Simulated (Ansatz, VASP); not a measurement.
**GeMo3Pt in VASP and in Ansatz**

```xyz
10
Lattice="6.3011 0.0000 0.0000 -3.1506 5.4570 0.0000 0.0000 0.0000 4.9182" Properties=species:S:1:pos:R:3 pbc="T T T"
Ge    0.0000    0.0000    0.0000
Ge    0.0000    0.0000    2.4591
Mo    0.0000    2.2197    1.2295
Mo    4.3788    1.1098    3.6886
Mo    1.2283    4.3471    1.2295
Mo    3.1506    3.2373    3.6886
Mo   -1.2283    4.3471    1.2295
Mo    1.9223    1.1098    3.6886
Pt    0.0000    3.6380    3.6886
Pt    3.1506    1.8190    1.2295
```

Change from the starting cell: species swapped into the BaMnO3 type (P6_3/mmc, No. 194).

Alike in both runs: functional PBE; k mesh 6 × 6 × 6; occupations gaussian, width 0.1 eV; no spin polarisation.

Ansatz relaxed the structure, and its values are those at the end. VASP's run is a single point on that final structure, the one shown.

|  | VASP | Ansatz |
| --- | --- | --- |
| version | VASP 6.6.1 | Ansatz 0.2.0 |
| potentials or method | VASP PAW PBE potentials, release 64 (Ge_d, Mo_sv, Pt), cutoff 520 eV | scalar-relativistic, plane waves, PAW |
| valence electrons in the cell | 132 | 148 |

|  | VASP | Ansatz | Ansatz less VASP |
| --- | --- | --- | --- |
| gap on the k mesh at the Fermi level (eV) | none | none | - |
| pressure (GPa) | 0.3 | 0.0 | -0.34 |
| rms of the force components (eV/Å) | 0.017 | 0.001 | -0.0161 |

A gap of «none» marks a metal or a gap that the smearing closes. VASP's potentials hold 132 valence electrons a cell and Ansatz's 148, so a difference there can come from the potentials and not from the codes.

Neither program's run includes spin-orbit coupling.
